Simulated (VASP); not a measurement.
Here is a VASP 6.6.1 calculation.

File INCAR:

```
SYSTEM = Si
  ALGO = Normal
  EDIFF = 1E-7
  ENCUT = 520
  GGA = CA
  ISIF = 2
  ISMEAR = 0
  LASPH = .True.
  LCHARG = .False.
  LREAL = .False.
  LWAVE = .False.
  NBANDS = 16
  NELM = 60
  PREC = Accurate
  SIGMA = 0.15
```

KPOINTS

```
k-points
0
Gamma
  16 16 16
  0 0 0
```

Contents of POSCAR:

```
Si
1.0
    0.0000000000      2.6046475249      4.7402952242
    2.3927759244      0.0000000000      4.7402952242
    2.3927759244      2.6046475249      0.0000000000
Si
4
Direct
    0.7297169282      0.2702830718      0.7297169282
    0.2702830718      0.7297169282      0.2702830718
    0.7744251954      0.7744251954      0.2255748046
    0.2255748046      0.2255748046      0.7744251954
```

Potentials or basis: VASP PAW LDA potentials, release 64 (Si).

The run is started by

```sh
$ cat potpaw_LDA.64/Si/POTCAR > POTCAR
$ mpirun -np 1 vasp_std > vasp.out
```

Task: Estimate the band gap on the k mesh.

Result: Zero (bands 8 and 9 overlap by 4.23 eV).

Task: Predict the pressure.

Result: 0.6 GPa.

Task: Estimate the largest force.

Result: 0.170 eV/Å.

Forces in eV/Å, atoms in the order of the input:
```
Si   0.000  0.170  0.000
Si   0.000 -0.170  0.000
Si   0.000  0.000  0.113
Si   0.000  0.000 -0.113
```

Caveat: the stress differs along the axes, from -4 to 4 GPa.
